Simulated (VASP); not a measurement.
## ZrN: single point with PBE

System: ZrN, a slab with vacuum.

```xyz
12
Lattice="5.5582 0.0000 0.0000 -2.7791 5.7455 0.0000 0.0000 0.0000 16.2296" Properties=species:S:1:pos:R:3 pbc="T T T"
Zr    1.2921    1.7060    1.7968
Zr   -0.9264    4.3961    1.3925
Zr    3.7829    2.1304    3.4064
Zr    1.7754    5.0672    2.6782
Zr    1.0099    2.8400    4.9036
Zr   -1.2979    5.2550    4.4195
N     0.0000    0.0000    1.0000
N     2.8824    3.1782    1.9182
N     2.6834    0.2413    2.6583
N     0.1376    3.4397    3.0184
N     0.0123    0.8368    3.9705
N     2.7989    3.8424    4.5884
```

```
Program             : VASP 6.6.1
Task                : single point
Functional          : PBE
Potentials or basis : VASP PAW PBE potentials, release 64 (Zr_sv, N)
Cutoff              : 520 eV
k mesh              : 2 × 2 × 1
Occupations         : fermi-dirac, width 0.05 eV
Spin                : no spin polarisation
```

```yaml
Largest_force: 3.417 eV/Å
Band_gap_on_the_k_mesh: 0.10 eV (least direct gap 0.15 eV)
```

Forces in eV/Å, atoms in the order of the input:
```
Zr  -1.346 -0.857  1.727
Zr  -2.835 -0.124  0.729
Zr  -0.013  1.085  1.419
Zr   2.583 -2.237 -0.042
Zr   0.671 -0.496 -1.037
Zr   0.829  0.535 -0.217
N    2.096  1.351  0.432
N    0.354 -0.498 -2.226
N   -0.915  2.257 -0.960
N   -0.163 -1.049  0.344
N   -0.451  1.340 -0.608
N   -0.810 -1.306  0.438
```

Levels at points of the mesh, in eV from the valence-band top:
| k point | band 47 | band 48 | band 49 | band 50 | band 51 | band 52 | band 53 | band 54 | band 55 | band 56 |
| --- | --- | --- | --- | --- | --- | --- | --- | --- | --- | --- |
| (0.00, 0.00, 0.00) | -2.01 | -1.71 | -0.93 | -0.41 | -0.23 | 0.30 | 0.55 | 0.77 | 0.80 | 1.21 |
| (0.50, 0.00, 0.00) | -1.98 | -1.79 | -0.69 | -0.46 | -0.33 | 0.12 | 0.31 | 0.74 | 1.07 | 1.15 |
| (0.50, 0.50, 0.00) | -2.17 | -1.53 | -1.03 | -0.56 | -0.37 | 0.10 | 0.28 | 0.69 | 0.81 | 1.15 |
| (0.00, 0.50, 0.00) | -2.19 | -1.80 | -0.70 | -0.13 | 0.00 | 0.15 | 0.33 | 0.80 | 1.08 | 1.13 |

It took 4.5 min on 1 thread of Intel(R) Xeon(R) Platinum 8559C (Emerald Rapids) (shared host), peak memory 0.55 GiB.

Caveat: the k points lie up to 0.63 Å⁻¹ apart; the atoms stand as in a frame of molecular dynamics; there is no dipole correction, which matters where the two faces differ.
